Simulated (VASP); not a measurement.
# HgTe (F-43m) in VASP: further runs

HgTe is run at these levels: r2SCAN; tasks: relaxation of cell and atoms, single point.

All numbers are computed with VASP 6.6.1; they aren't measurements. Logs are shortened: lines on timing, memory, paths and dates and some standing lists are left out, and cuts for length are marked.

## (1) The cell of the first run

It takes space group F-43m (No. 216, cubic). Conventional cell: a = 6.350 Å, b = 6.350 Å, c = 6.350 Å, α = 90.00°, β = 90.00°, γ = 90.00°. Hg (site symmetry -43m) has 4 Te at 2.75 Å within 3.6 Å. Within 3.6 Å of Te (site symmetry -43m) lie 4 Hg at 2.75 Å.

## (2) Relaxation of cell and atoms, r2SCAN, target pressure 5 GPa, at which the enthalpy is minimised

File POSCAR:

```
HgTe
1.0
    0.0000000000      3.1749780890      3.1749780890
    3.1749780890      0.0000000000      3.1749780890
    3.1749780890      3.1749780890      0.0000000000
Hg Te
1 1
Direct
    0.0000000000      0.0000000000      0.0000000000
    0.2500000000      0.2500000000      0.2500000000
```

File INCAR.step1:

```
SYSTEM = HgTe
ALGO     = Normal         ! electronic algorithm
EDIFF    = 1E-4           ! SCF threshold, eV
ENCUT    = 600            ! plane-wave cutoff, eV
GGA      = PE             ! functional
ISMEAR   = 0              ! smearing method
LASPH    = .True.         ! aspherical terms in the spheres
LCHARG   = .False.        ! write CHGCAR
LREAL    = .False.        ! projectors in reciprocal space
LWAVE    = .True.         ! write WAVECAR
NELM     = 100            ! most SCF steps
PREC     = Accurate       ! precision mode
SIGMA    = 0.1            ! smearing width, eV
```

File INCAR.step2:

```
SYSTEM = HgTe
ALGO     = Normal         ! electronic algorithm
EDIFF    = 1E-6           ! SCF threshold, eV
EDIFFG   = -0.008         ! ionic threshold
ENCUT    = 600            ! plane-wave cutoff, eV
IBRION   = 2              ! ionic algorithm
ISIF     = 3              ! what is computed and relaxed
ISMEAR   = 0              ! smearing method
ISTART   = 1            
LASPH    = .True.         ! aspherical terms in the spheres
LCHARG   = .False.        ! write CHGCAR
LMIXTAU  = .True.       
LREAL    = .False.        ! projectors in reciprocal space
LWAVE    = .False.        ! write WAVECAR
METAGGA  = R2SCAN         ! meta-GGA
NELM     = 100            ! most SCF steps
NSW      = 70             ! ionic steps
PREC     = Accurate       ! precision mode
PSTRESS  = 50.0         
SIGMA    = 0.1            ! smearing width, eV
```

File KPOINTS:

```
k-points
0
Gamma
  12 12 12
  0 0 0
```

Potentials or basis: VASP PAW PBE potentials, release 64 (Hg, Te).

On the command line:

```
$ cat potpaw_PBE.64/Hg/POTCAR potpaw_PBE.64/Te/POTCAR > POTCAR
$ cp INCAR.step1 INCAR
$ mpirun -np 1 vasp_std > vasp.out
$ cp INCAR.step2 INCAR
$ mpirun -np 1 vasp_std > vasp.out
```

OUTCAR:

```text
SYSTEM = HgTe
   EDIFF = 1E-6
   EDIFFG = -0.008
   ENCUT = 600
   IBRION = 2
   ISIF = 3
   ISMEAR = 0
   ISTART = 1
   LASPH = .True.
   LREAL = .False.
   METAGGA = R2SCAN
   NELM = 100
   NSW = 70
   PREC = Accurate
   PSTRESS = 50.0

 ion  position               nearest neighbor table
   1  0.000  0.000  0.000-   2 2.75   2 2.75   2 2.75   2 2.75
   2  0.250  0.250  0.250-   1 2.75   1 2.75   1 2.75   1 2.75

  LATTYP: Found a face centered cubic cell.
 ALAT       =     6.3499561780

  Lattice vectors:

 A1 = (   0.0000000000,   3.1749780890,   3.1749780890)
 A2 = (   3.1749780890,   0.0000000000,   3.1749780890)
 A3 = (   3.1749780890,   3.1749780890,   0.0000000000)

Analysis of symmetry for initial positions (statically):
=====================================================================
 Subroutine PRICEL returns:
 Original cell was already a primitive cell.

 Routine SETGRP: Setting up the symmetry group for a
 face centered cubic supercell.

 Subroutine GETGRP returns: Found 24 space group operations
 (whereof 24 operations were pure point group operations)
 out of a pool of 48 trial point group operations.

The static configuration has the point symmetry T_d .

Analysis of symmetry for dynamics (positions and initial velocities):
=====================================================================
 Subroutine PRICEL returns:
 Original cell was already a primitive cell.

 Routine SETGRP: Setting up the symmetry group for a
 face centered cubic supercell.

 Subroutine GETGRP returns: Found 24 space group operations
 (whereof 24 operations were pure point group operations)
 out of a pool of 48 trial point group operations.

The dynamic configuration has the point symmetry T_d .

 Subroutine INISYM returns: Found 24 space group operations
 (whereof 24 operations are pure point group operations),
 and found     1 'primitive' translations

----------------------------------------------------------------------------------------

                                     Primitive cell

  volume of cell :      64.0106

  direct lattice vectors                    reciprocal lattice vectors
     0.000000000  3.174978089  3.174978089    -0.157481402  0.157481402  0.157481402
     3.174978089  0.000000000  3.174978089     0.157481402 -0.157481402  0.157481402
     3.174978089  3.174978089  0.000000000     0.157481402  0.157481402 -0.157481402

  length of vectors
     4.490097074  4.490097074  4.490097074     0.272765789  0.272765789  0.272765789

  position of ions in fractional coordinates (direct lattice)
     0.000000000  0.000000000  0.000000000
     0.250000000  0.250000000  0.250000000

  ion indices of the primitive-cell ions
   primitive index   ion index
                 1           1
                 2           2

----------------------------------------------------------------------------------------

 KPOINTS: k-points

Automatic generation of k-mesh.
 Grid dimensions read from file:
 generate k-points for:   12   12   12

 Generating k-lattice:

  Cartesian coordinates                     Fractional coordinates (reciprocal lattice)
    -0.013123450  0.013123450  0.013123450     0.083333333  0.000000000  0.000000000
     0.013123450 -0.013123450  0.013123450     0.000000000  0.083333333  0.000000000
     0.013123450  0.013123450 -0.013123450     0.000000000  0.000000000  0.083333333

  Length of vectors
     0.022730482  0.022730482  0.022730482

  Shift w.r.t. Gamma in fractional coordinates (k-lattice)
     0.000000000  0.000000000  0.000000000

 Subroutine IBZKPT returns following result:
 ===========================================

 Found     72 irreducible k-points:

 Following reciprocal coordinates:
            Coordinates               Weight
  0.000000  0.000000  0.000000      1.000000
  0.083333  0.000000  0.000000      8.000000
  0.166667  0.000000  0.000000      8.000000
  0.250000  0.000000  0.000000      8.000000
  0.333333  0.000000  0.000000      8.000000
  0.416667  0.000000  0.000000      8.000000
[... 16 lines left out ...]
[... 38 lines left out ...]
     AMIX_MAG =   1.60;   BMIX_MAG =  1.00
  volume/ion in A,a.u.               =      32.01       215.98
  Fermi-wavevector in a.u.,A,eV,Ry     =   1.072544  2.026813 15.651457  1.150350
  Thomas-Fermi vector in A             =   2.208317
   LORBIT       =      0    0 simple, 1 ext, 2 COOP (PROOUT), +10 PAW based schemes
   METAGGA = R2SCAN    functional components
   LHFCALC =     F    Hartree Fock is set to
   AEXX    =    0.0000 exact exchange contribution
   IVDW    =     0    specifies the selected vdW correction
   LEPSILON=     F    determine dielectric tensor
   LRPA    =     F    only Hartree local field effects (RPA)
 conjugate gradient relaxation of ions
 non-spin polarized calculation
 Gauss-broadening in eV      SIGMA  =   0.10
  energy-cutoff  :      600.00
  volume of cell :       64.01
 maximum number of plane-waves:      2161
   NGX = 17   NGY = 17   NGZ = 17

--------------------------------------- Ionic step        1  -------------------------------------------

 number of electron      17.9999998 magnetization

 Free energy of the ion-electron system (eV)
  ---------------------------------------------------
  ext. energy  EPLUGINS =         0.00000000
  ---------------------------------------------------
  free energy    TOTEN  =       -75.05417099 eV

  energy without entropy =      -75.05402744  energy(sigma->0) =      -75.05409921

------------------------ aborting loop because EDIFF is reached ----------------------------------------

  FORCE on cell =-STRESS in cart. coord.  units (eV):
  Direction    XX          YY          ZZ          XY          YZ          ZX
  --------------------------------------------------------------------------------------
  -------------------------------------------------------------------------------------
  Total        2.2047707      2.2047707      2.2047707     -0.0000000     -0.0000000      0.0000000
  in kB       55.1850970     55.1850970     55.1850970     -0.0000000     -0.0000000      0.0000000
  external PRESSURE =       5.1850970 kB  Pullay stress =      50.0000000 kB
[... 61 lines left out ...]
  enthalpy is  TOTEN    =       -73.0567103677 eV   P V=        2.0277096463

--------------------------------------- Ionic step        3  -------------------------------------------

 number of electron      17.9999998 magnetization

 Free energy of the ion-electron system (eV)
  ---------------------------------------------------
  ext. energy  EPLUGINS =         0.00000000
  ---------------------------------------------------
  free energy    TOTEN  =       -75.07070212 eV

  energy without entropy =      -75.07055723  energy(sigma->0) =      -75.07062968

 E-fermi :   3.4326     XC(G=0):  -9.5402

 val. band max:        3.3772751899   @ k =   0.0000   0.0000   0.0000
 cond. band min:       4.0590796525   @ k =   0.0833   0.0000   0.0000
 fundamental gap:      0.6818044626
 Fermi energy:         3.4325742041

 k-point     1 :       0.0000    0.0000    0.0000
  band No.  band energies     occupation
      1      -9.3936      2.00000
      2      -4.5574      2.00000
      3      -4.5574      2.00000
      4      -4.5574      2.00000
      5      -3.9221      2.00000
      6      -3.9221      2.00000
      7       3.0902      2.00000
      8       3.3773      1.56581
      9       3.3773      1.56581
     10       3.3773      1.56581
     11       7.8412      0.00000
     12       7.8412      0.00000
     13       7.8412      0.00000
[... 353 lines left out ...]
 k-point    24 :      -0.4167    0.1667    0.0000
  band No.  band energies     occupation
      1      -8.6644      2.00000
      2      -4.3844      2.00000
      3      -4.3563      2.00000
      4      -3.9449      2.00000
      5      -3.9096      2.00000
      6      -3.5583      2.00000
      7      -2.4122      2.00000
      8       0.9961      2.00000
      9       1.9815      2.00000
     10       5.4914      0.00000
     11       8.1643      0.00000
     12       9.3161      0.00000
     13      10.6408      0.00000

 [... further k-points ...]
[... 5 lines left out ...]
  --------------------------------------------------------------------------------------
  -------------------------------------------------------------------------------------
  Total        2.0170000      2.0170000      2.0170000      0.0000000     -0.0000000     -0.0000000
  in kB       50.0907955     50.0907955     50.0907955      0.0000000     -0.0000000     -0.0000000
  external PRESSURE =       0.0907955 kB  Pullay stress =      50.0000000 kB
[... 17 lines left out ...]
  FREE ENERGIE OF THE ION-ELECTRON SYSTEM (eV)
  ---------------------------------------------------
  free  energy   TOTEN  =       -75.0707021247 eV

  energy  without entropy=      -75.0705572314  energy(sigma->0) =      -75.07062968

  enthalpy is  TOTEN    =       -73.0573581702 eV   P V=        2.0133439544

 reached required accuracy - stopping structural energy minimisation
```

Wall time 19 min (1 thread of AMD EPYC 7R43 (Zen 3), shared host); peak memory 0.24 GiB.

Results:

| Item | Value |
| --- | --- |
| Free energy | -75.0707 eV |
| Relaxed volume | 32.26 Å³/atom |
| Relaxed cell | a = 4.502 Å, b = 4.502 Å, c = 4.502 Å, α = 60.00°, β = 60.00°, γ = 60.00° |
| Space group after relaxing (to 0.05 Å) | F-43m (No. 216) |
| Energy change on relaxing (the enthalpy is what falls) | -8.3 meV/atom |
| Ionic steps | 3 |
| Pressure after relaxing | 5.0 GPa |
| Band gap on the k mesh | zero (filled and empty bands touch) |

The path:
```tsv
step	energy change (eV)	largest force (eV/Å)	pressure (GPa)	volume (Å³)
1	0.0000	0.0000	5.52	64.01
2	-0.0302	0.0000	4.55	64.98
3	-0.0165	0.0000	5.01	64.51
```

Final structure:
```
Hg Te
1.0
     0.00000    3.18329    3.18329
     3.18329    0.00000    3.18329
     3.18329    3.18329    0.00000
Hg Te
1 1
Cartesian
  0.0000 0.0000 0.0000
  1.5916 1.5916 1.5916
```

Caveat: the cell is relaxed towards a set pressure, so the enthalpy falls and the energy may rise; the PAW data sets were made with another functional, which shifts forces and pressure a little; spin-orbit coupling is left out, which moves the levels of the heavy elements.

(Continued in part 2 of 2.)
